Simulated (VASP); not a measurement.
# Cs2Si3 (P-3m1) in VASP: relaxation of cell and atoms with PBE

Aim: the relaxation of cell and atoms of Cs2Si3 with PBE.

All numbers are computed with VASP 6.6.1; they aren't measurements. Logs are shortened: lines on timing, memory, paths and dates and some standing lists are left out, and cuts for length are marked.

**1. The cell of the first run**

Symmetry: P-3m1, No. 164, trigonal system. Conventional cell: a = 4.993 Å, b = 4.993 Å, c = 6.029 Å, α = 90.00°, β = 90.00°, γ = 120.00°. Cs (site symmetry 3m) has 8 Si at 2.94 to 3.22 Å and 3 Cs at 3.33 Å within 3.9 Å. Si (site symmetry -3m) has 6 Cs at 3.00 Å and 6 Si at 3.66 Å within 4.0 Å. Within 3.9 Å of Si (site symmetry 3m) lie 5 Cs at 2.94 to 3.22 Å and 6 Si at 3.25 to 3.66 Å.

**2. Relaxation of cell and atoms, PBE**

File INCAR:

```
SYSTEM = Cs2Si3
ALGO     = Normal         ! electronic algorithm
EDIFF    = 1E-7           ! SCF threshold, eV
EDIFFG   = -0.04          ! ionic threshold
ENCUT    = 600            ! plane-wave cutoff, eV
GGA      = PE             ! functional
IBRION   = 2              ! ionic algorithm
ISIF     = 3              ! what is computed and relaxed
ISMEAR   = 0              ! smearing method
LASPH    = .True.         ! aspherical terms in the spheres
LCHARG   = .False.        ! write CHGCAR
LREAL    = .False.        ! projectors in reciprocal space
LWAVE    = .False.        ! write WAVECAR
NELM     = 60             ! most SCF steps
NSW      = 90             ! ionic steps
PREC     = Accurate       ! precision mode
SIGMA    = 0.1            ! smearing width, eV
```

File KPOINTS:

```
k-points
0
Gamma
  6 6 4
  0 0 0
```

File POSCAR:

```
Cs2Si3
1.0
    4.9934834536      0.0000000000      0.0000000000
   -2.4967417268      4.3244835242      0.0000000000
    0.0000000000      0.0000000000      6.0291707706
Cs Si
2 3
Direct
    0.3333333333      0.6666666667      0.1380000000
    0.6666666667      0.3333333333      0.8620000000
    0.0000000000      0.0000000000      0.0000000000
    0.3333333333      0.6666666667      0.6250000000
    0.6666666667      0.3333333333      0.3750000000
```

Potentials or basis: VASP PAW PBE potentials, release 64 (Cs_sv, Si).

Started as:

```console
$ cat potpaw_PBE.64/Cs_sv/POTCAR potpaw_PBE.64/Si/POTCAR > POTCAR
$ mpirun -np 1 vasp_std > vasp.out
```

OUTCAR:

```text
SYSTEM = Cs2Si3
   EDIFF = 1E-7
   EDIFFG = -0.04
   ENCUT = 600
   GGA = PE
   IBRION = 2
   ISIF = 3
   ISMEAR = 0
   LASPH = .True.
   LREAL = .False.
   NELM = 60
   NSW = 90
   PREC = Accurate

 ion  position               nearest neighbor table
   1  0.333  0.667  0.138-   4 2.94   3 3.00   3 3.00   3 3.00   4 3.09
   2  0.667  0.333  0.862-   5 2.94   3 3.00   3 3.00   3 3.00   5 3.09
   3  0.000  0.000  0.000-   1 3.00   2 3.00   2 3.00   1 3.00   2 3.00   1 3.00
   4  0.333  0.667  0.625-   1 2.94   1 3.09
   5  0.667  0.333  0.375-   2 2.94   2 3.09

  LATTYP: Found a hexagonal cell.
 ALAT       =     4.9934834536
 C/A-ratio  =     1.2074077799

  Lattice vectors:

 A1 = (   4.9934834536,   0.0000000000,   0.0000000000)
 A2 = (  -2.4967417268,   4.3244835242,   0.0000000000)
 A3 = (   0.0000000000,   0.0000000000,   6.0291707706)

Analysis of symmetry for initial positions (statically):
=====================================================================
 Subroutine PRICEL returns:
 Original cell was already a primitive cell.

 Routine SETGRP: Setting up the symmetry group for a
 hexagonal supercell.

 Subroutine GETGRP returns: Found 12 space group operations
 (whereof 12 operations were pure point group operations)
 out of a pool of 24 trial point group operations.

The static configuration has the point symmetry D_3d.

Analysis of symmetry for dynamics (positions and initial velocities):
=====================================================================
 Subroutine PRICEL returns:
 Original cell was already a primitive cell.

 Routine SETGRP: Setting up the symmetry group for a
 hexagonal supercell.

 Subroutine GETGRP returns: Found 12 space group operations
 (whereof 12 operations were pure point group operations)
 out of a pool of 24 trial point group operations.

The dynamic configuration has the point symmetry D_3d.

 Subroutine INISYM returns: Found 12 space group operations
 (whereof 12 operations are pure point group operations),
 and found     1 'primitive' translations

----------------------------------------------------------------------------------------

                                     Primitive cell

  volume of cell :     130.1953

  direct lattice vectors                    reciprocal lattice vectors
     4.993483454  0.000000000  0.000000000     0.200261002  0.115620743  0.000000000
    -2.496741727  4.324483524  0.000000000     0.000000000  0.231241487  0.000000000
     0.000000000  0.000000000  6.029170771     0.000000000  0.000000000  0.165860288

[... 83 lines left out ...]
   LNONCOLLINEAR =      F non collinear calculations
   LSORBIT =      F    spin-orbit coupling
   LASPH  =      T    aspherical Exc in radial PAW
   ENCUT  =  600.0 eV  44.10 Ry    6.64 a.u.   9.97  9.97 12.04*2*pi/ulx,y,z
   NELM   =     60;   NELMIN=  2; NELMDL= -5     # of ELM steps
   EDIFF  = 0.1E-06   stopping-criterion for ELM
   LREAL  =      F    real-space projection
   EDIFFG = -.4E-01   stopping-criterion for IOM
   NSW    =     90    number of steps for IOM
   IBRION =      2    ionic relax: 0-MD 1-quasi-New 2-CG
   NFREE  =      1    steps in history (QN), initial steepest desc. (CG)
   ISIF   =      3    stress and relaxation
   ISYM   =      2    0-nonsym 1-usesym 2-fastsym
   POTIM  = 0.5000    time-step for ionic-motion
   TEBEG  =    0.0;   TEEND  =   0.0 temperature during run
   PSTRESS=    0.0 pullay stress
   NELECT =      30.0000    total number of electrons
   NUPDOWN=      -1.0000    fix difference up-down
   EMIN   =  10.00;   EMAX   =-10.00  energy-range for DOS
   EFERMI =   0.00;   METHOD = LEGACY
   ISMEAR =     0;   SIGMA  =   0.10  broadening in eV -4-tet -1-fermi 0-gaus
   EFERMI_NEDOS =   21; number of points for ismear=-14 and -15
   IALGO  =     38    algorithm
   IMIX   =      4    mixing-type and parameters
     AMIX     =   0.40;   BMIX     =  1.00
     AMIX_MAG =   1.60;   BMIX_MAG =  1.00
  volume/ion in A,a.u.               =      26.04       175.72
  Fermi-wavevector in a.u.,A,eV,Ry     =   1.003653  1.896628 13.705402  1.007319
  Thomas-Fermi vector in A             =   2.136218
   LORBIT       =      0    0 simple, 1 ext, 2 COOP (PROOUT), +10 PAW based schemes
   GGA     = PE    functional components
   LHFCALC =     F    Hartree Fock is set to
   AEXX    =    0.0000 exact exchange contribution
   IVDW    =     0    specifies the selected vdW correction
   LEPSILON=     F    determine dielectric tensor
   LRPA    =     F    only Hartree local field effects (RPA)
 conjugate gradient relaxation of ions
 non-spin polarized calculation
 Gauss-broadening in eV      SIGMA  =   0.10
  energy-cutoff  :      600.00
  volume of cell :      130.20
 maximum number of plane-waves:      4386
   NGX = 19   NGY = 19   NGZ = 25

--------------------------------------- Ionic step        1  -------------------------------------------

 number of electron      30.0000000 magnetization

 Free energy of the ion-electron system (eV)
  ---------------------------------------------------
  ext. energy  EPLUGINS =         0.00000000
  ---------------------------------------------------
  free energy    TOTEN  =        -9.32376269 eV

  energy without entropy =       -9.29825452  energy(sigma->0) =       -9.31100860

------------------------ aborting loop because EDIFF is reached ----------------------------------------

  FORCE on cell =-STRESS in cart. coord.  units (eV):
  Direction    XX          YY          ZZ          XY          YZ          ZX
  --------------------------------------------------------------------------------------
  -------------------------------------------------------------------------------------
  Total        7.8435791      7.8435791     12.2753977      0.0000000      0.0000000     -0.0000000
  in kB       96.5226901     96.5226901    151.0604267      0.0000000      0.0000000     -0.0000000
  external PRESSURE =     114.7019356 kB  Pullay stress =       0.0000000 kB
[... 1159 lines left out ...]
      6      -5.6163      2.00000
[... 11 lines left out ...]
     18       6.0390      0.00000
     19       8.0072      0.00000

[... ionic steps 4 to 24 ...]

--------------------------------------- Ionic step       25  -------------------------------------------

 number of electron      29.9999986 magnetization

------------------------ aborting loop because EDIFF is reached ----------------------------------------
[... 73 lines left out ...]
--------------------------------------- Ionic step       27  -------------------------------------------

 number of electron      29.9999990 magnetization

 Free energy of the ion-electron system (eV)
  ---------------------------------------------------
  ext. energy  EPLUGINS =         0.00000000
  ---------------------------------------------------
  free energy    TOTEN  =       -15.54966021 eV

  energy without entropy =      -15.53234812  energy(sigma->0) =      -15.54100416

 E-fermi :   3.4661     XC(G=0):  -8.4835

 val. band max:        3.4587870950   @ k =   0.5000   0.0000   0.2500
 cond. band min:       3.5423402164   @ k =   0.3333   0.1667   0.0000
 fundamental gap:      0.0835531215
 Fermi energy:         3.4661186658
[... 558 lines left out ...]
  FREE ENERGIE OF THE ION-ELECTRON SYSTEM (eV)
  ---------------------------------------------------
  free  energy   TOTEN  =       -15.5496602076 eV

  energy  without entropy=      -15.5323481219  energy(sigma->0) =      -15.54100416

 reached required accuracy - stopping structural energy minimisation
```

CONTCAR:

```text
Cs2Si3
   1.00000000000000
     3.9270412582948384    0.0000000000000000   -0.0000000000000000
    -1.9635206291474192    3.4009174913934133   -0.0000000000000001
    -0.0000000000000002    0.0000000000000000   12.4717869686108127
  Cs              Si
     2     3
Direct
     0.3333333332999970    0.6666666667000030    0.2263169960994822
     0.6666666667000030    0.3333333332999970    0.7736830039005179
     0.0000000000000000    1.0000000000000000    0.0000000000000000
     0.3333333332999970    0.6666666667000030    0.5271485531811344
     0.6666666667000030    0.3333333332999970    0.4728514468188655

  0.00000000E+00  0.00000000E+00  0.00000000E+00
  0.00000000E+00  0.00000000E+00  0.00000000E+00
  0.00000000E+00  0.00000000E+00  0.00000000E+00
  0.00000000E+00  0.00000000E+00  0.00000000E+00
  0.00000000E+00  0.00000000E+00  0.00000000E+00
```

Run time: 15 min. Hardware: 1 thread of AMD EPYC 9R45 (Zen 5), shared host; peak memory 0.29 GiB.

Results:

```yaml
Free_energy: -15.5497 eV
Relaxed_volume: 33.31 Å³/atom
Relaxed_cell: a = 3.927 Å, b = 3.927 Å, c = 12.472 Å, α = 90.00°, β = 90.00°, γ = 120.00°
Space_group_after_relaxing_to_0.1_Å: P-3m1 (No. 164)
Pressure_after_relaxing: 0.1 GPa
Largest_force_after_relaxing: 0.034 eV/Å
Band_gap_on_the_k_mesh: zero (bands 15 and 16 overlap by 1.70 eV)
```

Forces on the atoms (eV/Å):
```
Cs   0.000  0.000  0.034
Cs   0.000  0.000 -0.034
Si   0.000  0.000  0.000
Si   0.000  0.000 -0.029
Si   0.000  0.000  0.029
```

Final structure:
```cif
data_structure
_symmetry_space_group_name_H-M 'P 1'
_symmetry_Int_Tables_number 1
_cell_length_a 3.9270
_cell_length_b 3.9270
_cell_length_c 12.4718
_cell_angle_alpha 90.000
_cell_angle_beta 90.000
_cell_angle_gamma 120.000
_cell_volume 166.57
loop_
_atom_site_label
_atom_site_type_symbol
_atom_site_fract_x
_atom_site_fract_y
_atom_site_fract_z
_atom_site_occupancy
Cs1 Cs 0.33333 0.66667 0.22632 1
Cs2 Cs 0.66667 0.33333 0.77368 1
Si1 Si 0.00000 0.00000 0.00000 1
Si2 Si 0.33333 0.66667 0.52715 1
Si3 Si 0.66667 0.33333 0.47285 1
```

Levels at points of the mesh, in eV from the Fermi level:
```tsv
k point	band 12	band 13	band 14	band 15	band 16	band 17	band 18	band 19
(0.00, 0.00, 0.00)	-1.07	-1.07	-0.68	0.36	1.16	2.27	2.46	2.46
(0.50, 0.00, 0.00)	-2.45	-1.84	-1.65	-0.81	0.11	0.67	1.52	1.59
(0.00, 0.00, 0.50)	-1.07	-1.07	-1.07	0.94	1.27	1.60	2.49	2.49
(0.50, 0.00, 0.50)	-2.45	-1.99	-1.51	-0.65	-0.08	0.72	1.08	1.50
```

Caveat: the volume moved by over 15 % at a fixed basis, so the end points are rough; spin-orbit coupling is left out, which moves the levels of the heavy elements.
